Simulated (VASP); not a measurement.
Input of a VASP 6.6.1 run:

Contents of INCAR:

```
SYSTEM = Ga
PREC = Accurate
ENCUT = 600
EDIFF = 1E-7
ISMEAR = -1
SIGMA = 0.1
LREAL = .False.
LASPH = .True.
NELM = 100
ALGO = Normal
ISIF = 3
LWAVE = .False.
LCHARG = .False.
GGA = PE
IBRION = 2
NSW = 60
EDIFFG = -0.005
PSTRESS = 390.0
```

KPOINTS

```
regular mesh
0
Gamma
  16 16 9
  0 0 0
```

Contents of POSCAR:

```
Ga
1.0
    2.6840235980      0.0000000000      0.0000000000
   -1.3420117990      2.3244326202      0.0000000000
    0.0000000000      0.0000000000      4.3481182287
Ga
2
Direct
    0.3333333333      0.6666666667      0.2500000000
    0.6666666667      0.3333333333      0.7500000000
```

Potentials or basis: VASP PAW PBE potentials, release 64 (Ga_d).

The run is started by

```console
$ cat potpaw_PBE.64/Ga_d/POTCAR > POTCAR
$ mpirun -np 1 vasp_std > vasp.out
```

**Question.** Predict the band gap on the k mesh.

**Answer.** Zero (band 13 reaches 13.84 eV, above the bottom of band 14 at 5.79 eV).

**Question.** Predict the relaxed volume.

**Answer.** 13.47 Å³/atom.

Final structure:
```cif
data_structure
_symmetry_space_group_name_H-M 'P 1'
_symmetry_Int_Tables_number 1
_cell_length_a 2.6583
_cell_length_b 2.6583
_cell_length_c 4.4010
_cell_angle_alpha 90.000
_cell_angle_beta 90.000
_cell_angle_gamma 120.000
_cell_volume 26.93
loop_
_atom_site_label
_atom_site_type_symbol
_atom_site_fract_x
_atom_site_fract_y
_atom_site_fract_z
_atom_site_occupancy
Ga1 Ga 0.33333 0.66667 0.25000 1
Ga2 Ga 0.66667 0.33333 0.75000 1
```

Caveat: the cell is relaxed towards a set pressure, so the enthalpy falls and the energy may rise.
